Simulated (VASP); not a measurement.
Write the native input for VASP 6.6.1 that does the following.

```
Task                   : single point
Functional             : PBEsol
Potentials or basis    : VASP PAW PBE potentials, release 64 (Ag)
Cutoff                 : 520 eV
k mesh                 : 26 × 26 × 26
Occupations            : gaussian, width 0.15 eV
Spin                   : no spin polarisation
Dipole correction      : no
Further INCAR settings : ALGO = Normal; EDIFF = 1e-07; NBANDS = 12
```

The structure of Ag lies in POSCAR:

```
Ag
1.0
   -1.5722433941      1.5722433941      1.5722433941
    1.5722433941     -1.5722433941      1.5722433941
    1.5722433941      1.5722433941     -1.5722433941
Ag
1
Direct
    0.0000000000      0.0000000000      0.0000000000
```

This cell differs from its parent crystal: strain -0.025 along x and y, -0.025 along z.

The input as run:

INCAR

```
  PREC = Accurate
  ENCUT = 520
  EDIFF = 1E-7
  ISMEAR = 0
  SIGMA = 0.15
  LREAL = False
  LASPH = True
  NELM = 100
  ALGO = Normal
  ISIF = 2
  LWAVE = False
  LCHARG = False
  GGA = PS
  NBANDS = 12
```

KPOINTS

```
regular mesh
0
Gamma
  26 26 26
```

Potentials or basis: VASP PAW PBE potentials, release 64 (Ag).

The run is started by

```bash
$ cat potpaw_PBE.64/Ag/POTCAR > POTCAR
$ mpirun -np 1 vasp_std > vasp.out
```

It gave:

| Property | Result |
| --- | --- |
| Pressure | 10.5 GPa |

Caveat: the cell differs from its parent crystal (strain -0.025 along x and y, -0.025 along z); the PAW data sets were made with another functional, which shifts forces and pressure a little.

It took 25 s on 1 thread of Intel(R) Xeon(R) 6975P-C (Granite Rapids), on a shared host, peak memory 0.2 GiB.
